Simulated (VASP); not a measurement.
Crystal: Be3Au2.

```xyz
5
Lattice="3.4044 0.0000 0.0000 -1.7022 2.9483 0.0000 0.0000 0.0000 6.6166" Properties=species:S:1:pos:R:3 pbc="T T T"
Be    0.0000    1.9655    5.8983
Be    1.7022    0.9828    0.7184
Be    0.0000    0.0000    0.0000
Au    0.0000    0.0000    2.2730
Au    0.0000    0.0000    4.3436
```

- Program: VASP 6.6.1
- Task: relaxation of cell and atoms
- Functional: PBE
- Potentials or basis: VASP PAW PBE potentials, release 64 (Be, Au)
- Cutoff: 600 eV
- k mesh: 6 × 6 × 4
- Occupations: gaussian, width 0.1 eV
- Spin: no spin polarisation

At the start: pressure 29.9 GPa; volume 13.28 Å³/atom.

How do energy, volume and symmetry change on relaxing?

Over 20 steps the energy falls by 698.3 meV/atom and the volume is 14.00 Å³/atom (+5.4 %); space group P-3m1 (No. 164, to 0.05 Å).

The path:
```
step  energy change (eV)  largest force (eV/Å)  pressure (GPa)  volume (Å³)
   1              0.0000               15.9986           29.94        66.41
   2              1.5660                4.2229           13.76        90.73
   3             -1.8332                3.1944            9.57        89.53
   4             -1.9135                3.0729            8.98        88.64
   5             -2.7061                2.2413            4.54        77.43
   6             -3.0804                1.8015            4.87        71.90
   7             -3.0443                0.5254            8.12        69.15
   8             -3.0969                1.6195            5.52        71.12
   9             -3.1023                1.4371            5.97        70.65
  10             -3.3131                0.5192           -3.42        75.52
  11             -3.3190                0.5054           -2.23        74.75
  12             -3.3666                0.4483           -1.41        73.38
  13             -3.4321                0.3233            1.91        69.31
  14             -3.4628                0.3100           -0.20        70.31
  15             -3.4694                0.2360           -2.00        71.31
  16             -3.4705                0.2646           -1.48        71.01
  17             -3.4860                0.1135           -0.81        70.53
  18             -3.4889                0.0727           -0.02        70.09
  19             -3.4892                0.0433           -0.25        70.21
  20             -3.4913                0.0185            0.20        70.00
```

Final structure:
```
CELL_PARAMETERS angstrom
3.26719 0.00000 0.00000
-1.63360 2.82947 0.00000
0.00000 0.00000 7.57240
ATOMIC_POSITIONS crystal
Be 0.33333 0.66667 0.85822
Be 0.66667 0.33333 0.14178
Be 0.00000 0.00000 0.00000
Au 0.00000 0.00000 0.32126
Au 0.00000 0.00000 0.67874
```
